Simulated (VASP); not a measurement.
Input of a VASP 6.6.1 run:

The input INCAR:

```
SYSTEM = Al3Ni5
PREC     = Accurate       ! precision mode
ENCUT    = 600            ! plane-wave cutoff, eV
EDIFF    = 1E-6           ! SCF threshold, eV
ISMEAR   = 0              ! smearing method
SIGMA    = 0.1            ! smearing width, eV
LREAL    = .FALSE.        ! projectors in reciprocal space
LASPH    = .TRUE.         ! aspherical terms in the spheres
NELM     = 100            ! most SCF steps
ALGO     = Fast           ! electronic algorithm
ISIF     = 3              ! what is computed and relaxed
LWAVE    = .FALSE.        ! write WAVECAR
LCHARG   = .FALSE.        ! write CHGCAR
IBRION   = 2              ! ionic algorithm
NSW      = 80             ! ionic steps
EDIFFG   = -0.01          ! ionic threshold
```

Contents of KPOINTS:

```
regular mesh
0
G
  8 8 10
  0 0 0
```

Contents of POSCAR:

```
Al3Ni5
1.0
    3.2778494058     -3.7004715487      0.0000000000
    3.2778494058      3.7004715487      0.0000000000
    0.0000000000      0.0000000000      3.7252733700
Al Ni
3 5
Direct
    0.5000000000      0.5000000000      0.0000000000
    0.7787370100      0.2212629900      0.5000000000
    0.2212629900      0.7787370100      0.5000000000
    0.0000000000      0.0000000000      0.0000000000
    0.0000000000      0.5000000000      0.0000000000
    0.5000000000      0.0000000000      0.0000000000
    0.2758920500      0.2758920500      0.5000000000
    0.7241079500      0.7241079500      0.5000000000
```

Potentials or basis: VASP PAW LDA potentials, release 64 (Al, Ni).

Run with:

```sh
$ cat potpaw_LDA.64/Al/POTCAR potpaw_LDA.64/Ni/POTCAR > POTCAR
$ mpirun -np 1 vasp_std > vasp.out
```

(1) What does it give for the band gap on the k mesh?

(2) Predict the relaxed volume.

## Answers

(1) zero (an odd number of electrons rules out a gap without spin polarisation).

(2) 10.96 Å³/atom.
